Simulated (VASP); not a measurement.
Here is a VASP 6.6.1 calculation.

INCAR

```
ALGO = Normal ; EDIFF = 1E-6
ENCUT = 520 ; GGA = PE
ISIF = 2 ; ISMEAR = 0
LASPH = True ; LCHARG = False
LREAL = False ; LWAVE = False
NBANDS = 37 ; NELM = 100
PREC = Accurate ; SIGMA = 0.01
```

File KPOINTS:

```
k-points
0
Gamma
  4 6 6
```

File POSCAR:

```
PbF2
1.0
    5.8916182805      0.0000000000      0.0000000000
    0.0000000000      2.9458159531      2.9458164116
    0.0000000000     -2.9458159531      2.9458164116
Pb F
2 4
Direct
    0.5000000000      0.9699092213      0.9699092213
    0.0000000000      0.4699092213      0.4699092213
    0.7500052181      0.9699224599      0.4699213186
    0.2499947819      0.4699213186      0.9699224599
    0.7499947819      0.4699224599      0.9699213186
    0.2500052181      0.9699213186      0.4699224599
```

Potentials or basis: VASP PAW PBE potentials, release 64 (Pb_d, F).

The run is started by

```console
$ cat potpaw_PBE.64/Pb_d/POTCAR potpaw_PBE.64/F/POTCAR > POTCAR
$ mpirun -np 1 vasp_std > vasp.out
```

Question: Predict the band gap on the k mesh.

Answer: 4.41 eV.

Question: What does it give for the pressure?

Answer: 4.0 GPa.

Caveat: the cell stands under pressure; spin-orbit coupling is left out, which moves the levels of the heavy elements. A k mesh can miss the band edges.
